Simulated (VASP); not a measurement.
A run of VASP 6.6.1 is set up as follows.

The input INCAR:

```
ALGO = Normal
EDIFF = 1E-6
ENCUT = 520
GGA = PE
ISIF = 2
ISMEAR = -1
IVDW = 12
LASPH = True
LCHARG = False
LREAL = Auto
LWAVE = False
NBANDS = 58
NELM = 100
PREC = Accurate
SIGMA = 0.02
```

The input KPOINTS:

```
k-points
0
Gamma
  1 1 1
```

POSCAR

```
H3ClO
1.0
    7.0548080000      0.0000000000      0.0000000000
    0.0000000000      7.0548080000      0.0000000000
    0.0000000000      0.0000000000      7.0548080000
Cl H O
5 15 5
Direct
   -0.0316805220      0.4904031407      0.9463900364
   -0.0418579783     -0.0778759677      0.8089660271
    0.3838375190      0.4857254797      0.1639591042
    0.7744505591      0.5310420921      0.5459964325
    0.4761008379      0.2058737814      0.6993670132
   -0.1133269679      0.5698383287      1.0831903576
    0.0715682128     -0.1620029914      0.5580307784
    0.4015842812      0.6512863284      0.1027667939
    0.8219926042      0.6310164642      0.4066588347
    0.5211339557      0.3742412267      0.6377919853
    0.8044442882      0.1910044894      0.3640212462
    0.9669433952      0.2960959391      0.4249725861
    0.7605451488      0.8649845609      0.1766454877
    0.5558195205      0.7926509127      0.2719847230
    0.1397628398      0.9584102076      0.2659604627
    0.1997219485      0.7274613285      0.4012582625
    0.3380956647      0.9406776201      0.9495084771
    0.5622264986      0.8936033412      0.8934615939
    0.0504620395      0.1603870722      0.2096300849
    0.0740204411      0.0062227066      0.0287463528
    0.9432857705      0.1733144261      0.3733623934
    0.6923221723      0.8015668180      0.2795398542
    0.0797470321      0.7936998427      0.4211454089
    0.4362698460      0.8393566487      0.9260067744
    0.1582041637      0.0495406820      0.1477857370
```

Potentials or basis: VASP PAW PBE potentials, release 64 (Cl, H, O).

Run with:

```bash
$ cat potpaw_PBE.64/Cl/POTCAR potpaw_PBE.64/H/POTCAR potpaw_PBE.64/O/POTCAR > POTCAR
$ mpirun -np 1 vasp_gam > vasp.out
```

Q: Estimate the largest force.

A: 2.149 eV/Å.

Q: Estimate the dispersion energy per atom.

A: -0.053 eV.

Q: Estimate the pressure.

A: 1.5 GPa.

Forces in eV/Å, atoms in the order of the input:
```
Cl   0.349 -1.042 -0.203
Cl  -0.169  0.651  0.325
Cl  -0.125 -1.774  1.208
Cl  -0.214 -1.417  1.518
Cl  -0.172  0.206 -0.228
H   -0.456  0.504  0.637
H   -0.024 -0.151 -0.402
H    0.217  1.640 -1.307
H   -0.039  1.189 -1.079
H   -0.070 -0.240  0.097
H    0.231 -0.722 -0.177
H    0.769  1.336  0.992
H   -1.051 -0.029 -0.149
H    0.179  0.355 -0.778
H   -0.159  0.002 -0.993
H   -0.173 -0.302  0.448
H    1.469 -0.746 -0.404
H   -0.979 -0.016  0.182
H    1.060 -1.397  0.028
H    0.326 -0.455 -0.026
O   -1.433  0.203 -0.598
O    1.236  0.338  0.214
O    0.834  0.474 -0.382
O   -0.250  0.553  0.341
O   -1.354  0.838  0.737
```

Caveat: the k points lie up to 0.89 Å⁻¹ apart; the atoms stand as in a frame of molecular dynamics.
